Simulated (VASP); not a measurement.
# BN (P6_3/mmc) in VASP: notebook, part 2 of 2

VASP 6.6.1. Earlier steps stand in the parts before.

## (3) Single point, r2SCAN

The input, POSCAR:

```
BN
1.0
    2.5005825875      0.0000000000      0.0000000000
   -1.2502912938      2.1655680450      0.0000000000
    0.0000000000      0.0000000000      6.5236359444
B N
2 2
Direct
    0.3333333333      0.6666666667      0.2500000000
    0.6666666667      0.3333333333      0.7500000000
    0.3333333333      0.6666666667      0.7500000000
    0.6666666667      0.3333333333      0.2500000000
```

The input, INCAR.step1:

```
PREC     = Accurate       # precision mode
ENCUT    = 520            # plane-wave cutoff, eV
ISMEAR   = 0              # smearing method
SIGMA    = 0.01           # smearing width, eV
LREAL    = False          # projectors in reciprocal space
LASPH    = True           # aspherical terms in the spheres
NELM     = 80             # most SCF steps
NBANDS   = 16             # bands
GGA      = PE             # functional
ALGO     = Normal         # electronic algorithm
EDIFF    = 1E-4           # SCF threshold, eV
LWAVE    = True           # write WAVECAR
LCHARG   = False          # write CHGCAR
```

The input, INCAR.step2:

```
PREC     = Accurate       # precision mode
ENCUT    = 520            # plane-wave cutoff, eV
EDIFF    = 1E-7           # SCF threshold, eV
ISMEAR   = 0              # smearing method
SIGMA    = 0.01           # smearing width, eV
LREAL    = False          # projectors in reciprocal space
LASPH    = True           # aspherical terms in the spheres
NELM     = 80             # most SCF steps
ALGO     = Normal         # electronic algorithm
ISIF     = 2              # what is computed and relaxed
LWAVE    = False          # write WAVECAR
LCHARG   = True           # write CHGCAR
METAGGA  = R2SCAN         # meta-GGA
LMIXTAU  = True         
LELF     = True           # ELF
LVHAR    = True         
NBANDS   = 16             # bands
ISTART   = 1
```

The input, KPOINTS:

```
regular mesh
0
Gamma
  12 12 4
```

Potentials or basis: VASP PAW PBE potentials, release 64 (B, N).

Run with:

```console
cat potpaw_PBE.64/B/POTCAR potpaw_PBE.64/N/POTCAR > POTCAR
cp INCAR.step1 INCAR
mpirun -np 1 vasp_std > vasp.out
cp INCAR.step2 INCAR
mpirun -np 1 vasp_std > vasp.out
```

OUTCAR:

```text
PREC = Accurate
   ENCUT = 520
   EDIFF = 1E-7
   ISMEAR = 0
   LREAL = False
   LASPH = True
   NELM = 80
   ISIF = 2
   METAGGA = R2SCAN
   ISTART = 1

 ion  position               nearest neighbor table
   1  0.333  0.667  0.250-   4 1.44   4 1.44   4 1.44
   2  0.667  0.333  0.750-   3 1.44   3 1.44   3 1.44
   3  0.333  0.667  0.750-   2 1.44   2 1.44   2 1.44
   4  0.667  0.333  0.250-   1 1.44   1 1.44   1 1.44

  LATTYP: Found a hexagonal cell.
 ALAT       =     2.5005825875
 C/A-ratio  =     2.6088464252

  Lattice vectors:

 A1 = (   2.5005825875,   0.0000000000,   0.0000000000)
 A2 = (  -1.2502912938,   2.1655680450,   0.0000000000)
 A3 = (   0.0000000000,   0.0000000000,   6.5236359444)

Analysis of symmetry for initial positions (statically):
=====================================================================
 Subroutine PRICEL returns:
 Original cell was already a primitive cell.

 Routine SETGRP: Setting up the symmetry group for a
 hexagonal supercell.

 Subroutine GETGRP returns: Found 24 space group operations
 (whereof 12 operations were pure point group operations)
 out of a pool of 24 trial point group operations.

The static configuration has the point symmetry D_3d.
 The point group associated with its full space group is D_6h.

Analysis of symmetry for dynamics (positions and initial velocities):
=====================================================================
 Subroutine PRICEL returns:
 Original cell was already a primitive cell.

 Routine SETGRP: Setting up the symmetry group for a
 hexagonal supercell.

 Subroutine GETGRP returns: Found 24 space group operations
 (whereof 12 operations were pure point group operations)
 out of a pool of 24 trial point group operations.

The dynamic configuration has the point symmetry D_3d.
 The point group associated with its full space group is D_6h.

 Subroutine INISYM returns: Found 24 space group operations
[... 122 lines left out ...]
  volume/ion in A,a.u.               =       8.83        59.60
  Fermi-wavevector in a.u.,A,eV,Ry     =   1.257228  2.375816 21.505658  1.580621
  Thomas-Fermi vector in A             =   2.390897
   LORBIT       =      0    0 simple, 1 ext, 2 COOP (PROOUT), +10 PAW based schemes
   METAGGA = R2SCAN    functional components
   LHFCALC =     F    Hartree Fock is set to
   AEXX    =    0.0000 exact exchange contribution
   IVDW    =     0    specifies the selected vdW correction
   LEPSILON=     F    determine dielectric tensor
   LRPA    =     F    only Hartree local field effects (RPA)
 non-spin polarized calculation
 Gauss-broadening in eV      SIGMA  =   0.01
  energy-cutoff  :      520.00
  volume of cell :       35.33
 maximum number of plane-waves:       973
 NGX is ok and might be reduce to    20
   NGX =  9   NGY =  9   NGZ = 25

 number of electron      15.9999997 magnetization

 Free energy of the ion-electron system (eV)
  ---------------------------------------------------
  ext. energy  EPLUGINS =         0.00000000
  ---------------------------------------------------
  free energy    TOTEN  =       -38.58743862 eV

  energy without entropy =      -38.58743862  energy(sigma->0) =      -38.58743862

 E-fermi :   2.2919     XC(G=0): -10.8673

 val. band max:        2.1913848373   @ k =   0.3333   0.2500   0.0000
 cond. band min:       7.0363278327   @ k =   0.5000  -0.0000   0.0000
 fundamental gap:      4.8449429954
 Fermi energy:         2.2918575465

 k-point     1 :       0.0000    0.0000    0.0000
  band No.  band energies     occupation
      1     -16.6606      2.00000
      2     -16.3283      2.00000
      3      -4.2967      2.00000
      4      -1.9193      2.00000
      5       0.8269      2.00000
      6       0.8269      2.00000
[... 433 lines left out ...]
      3      -5.0140      2.00000
      4      -4.9436      2.00000
      5      -1.5289      2.00000
      6      -1.4754      2.00000
[... 8 lines left out ...]
     15      20.1575      0.00000
     16      21.9817      0.00000

 [... further k-points ...]

------------------------ aborting loop because EDIFF is reached ----------------------------------------

  FORCE on cell =-STRESS in cart. coord.  units (eV):
  Direction    XX          YY          ZZ          XY          YZ          ZX
  --------------------------------------------------------------------------------------
  -------------------------------------------------------------------------------------
  Total        0.2041653      0.2041653      0.2847868     -0.0000000     -0.0000000      0.0000000
  in kB        9.2595480      9.2595479     12.9159905     -0.0000000     -0.0000000      0.0000000
  external PRESSURE =      10.4783621 kB  Pullay stress =       0.0000000 kB

 VOLUME and BASIS-vectors are now :
 -----------------------------------------------------------------------------
  energy-cutoff  :      520.00
  volume of cell :       35.33
      direct lattice vectors                 reciprocal lattice vectors
     2.500582587  0.000000000  0.000000000     0.399906808  0.230886303  0.000000000
    -1.250291294  2.165568045  0.000000000     0.000000000  0.461772606  0.000000000
     0.000000000  0.000000000  6.523635944     0.000000000  0.000000000  0.153288750

 POSITION                                       TOTAL-FORCE (eV/Angst)
 -----------------------------------------------------------------------------------
     -0.00000      1.44371      1.63091         0.000000     -0.000000      0.000000
      1.25029      0.72186      4.89273        -0.000000      0.000000      0.000000
     -0.00000      1.44371      4.89273        -0.000000      0.000000     -0.000000
      1.25029      0.72186      1.63091         0.000000     -0.000000     -0.000000
 -----------------------------------------------------------------------------------
    total drift:                               -0.000000      0.000000      0.000000

  FREE ENERGIE OF THE ION-ELECTRON SYSTEM (eV)
  ---------------------------------------------------
  free  energy   TOTEN  =       -38.5874386236 eV

  energy  without entropy=      -38.5874386236  energy(sigma->0) =      -38.58743862
```

OUTCAR.step1:

```text
PREC = Accurate
   ENCUT = 520
   ISMEAR = 0
   LREAL = False
   LASPH = True
[... 687 lines left out ...]
     -0.00000      1.44371      1.63091        -0.000000     -0.000000      0.000000
      1.25029      0.72186      4.89273         0.000000      0.000000      0.000000
     -0.00000      1.44371      4.89273        -0.000000      0.000000      0.000000
      1.25029      0.72186      1.63091        -0.000000     -0.000000      0.000000
 -----------------------------------------------------------------------------------
    total drift:                               -0.000000      0.000000      0.000000

  FREE ENERGIE OF THE ION-ELECTRON SYSTEM (eV)
  ---------------------------------------------------
  free  energy   TOTEN  =       -35.1368190864 eV

  energy  without entropy=      -35.1368190864  energy(sigma->0) =      -35.13681909
```

OSZICAR.step1:

```text
N       E                     dE             d eps       ncg     rms          rms(c)
DAV:   1     0.480808225358E+02    0.48081E+02   -0.79670E+03  1824   0.924E+02
DAV:   2    -0.354916779977E+02   -0.83573E+02   -0.75795E+02  2544   0.220E+02
DAV:   3    -0.386794066531E+02   -0.31877E+01   -0.31723E+01  2288   0.423E+01
DAV:   4    -0.386990307890E+02   -0.19624E-01   -0.19619E-01  2424   0.370E+00
DAV:   5    -0.386992052557E+02   -0.17447E-03   -0.17447E-03  2232   0.334E-01    0.113E+01
DAV:   6    -0.354915285374E+02    0.32077E+01   -0.51411E+00  2336   0.175E+01    0.507E+00
DAV:   7    -0.352131344294E+02    0.27839E+00   -0.57264E-01  2456   0.555E+00    0.317E+00
DAV:   8    -0.351405904028E+02    0.72544E-01   -0.22840E-01  2360   0.322E+00    0.468E-01
DAV:   9    -0.351358557899E+02    0.47346E-02   -0.14905E-02  2112   0.100E+00    0.197E-01
DAV:  10    -0.351367304534E+02   -0.87466E-03   -0.12961E-03  2144   0.275E-01    0.351E-02
DAV:  11    -0.351368190864E+02   -0.88633E-04   -0.88677E-05  1864   0.793E-02
   1 F= -.35136819E+02 E0= -.35136819E+02  d E =-.192380E-48
```

Run time: 3.2 min. Hardware: 1 thread of Intel Xeon 8259CL, shared host; peak memory 0.16 GiB.

What came out:

```
Free energy            : -38.5874 eV
Pressure               : 1.0 GPa
Band gap on the k mesh : 4.84 eV, indirect (least direct gap 5.25 eV)
```

Stress tensor (GPa, compression positive):
```
0.93 0.00 0.00
0.00 0.93 0.00
0.00 0.00 1.29
```

Levels at points of the mesh, in eV from the valence-band top:
```tsv
k point	band 4	band 5	band 6	band 7	band 8	band 9	band 10	band 11	band 12	band 13
(0.00, 0.00, 0.00)	-4.11	-1.36	-1.36	-1.32	-1.32	5.76	11.33	12.31	12.31	12.46
(0.50, 0.00, 0.00)	-9.22	-4.31	-4.23	-1.52	-0.41	4.84	6.42	10.26	10.68	13.41
(0.00, 0.00, 0.50)	-5.44	-1.34	-1.34	-1.34	-1.34	8.36	8.36	12.38	12.38	12.38
(0.50, 0.00, 0.50)	-9.26	-4.27	-4.27	-0.94	-0.94	5.34	5.34	10.68	10.68	14.46
```

Caveat: the PAW data sets were made with another functional, which shifts forces and pressure a little.
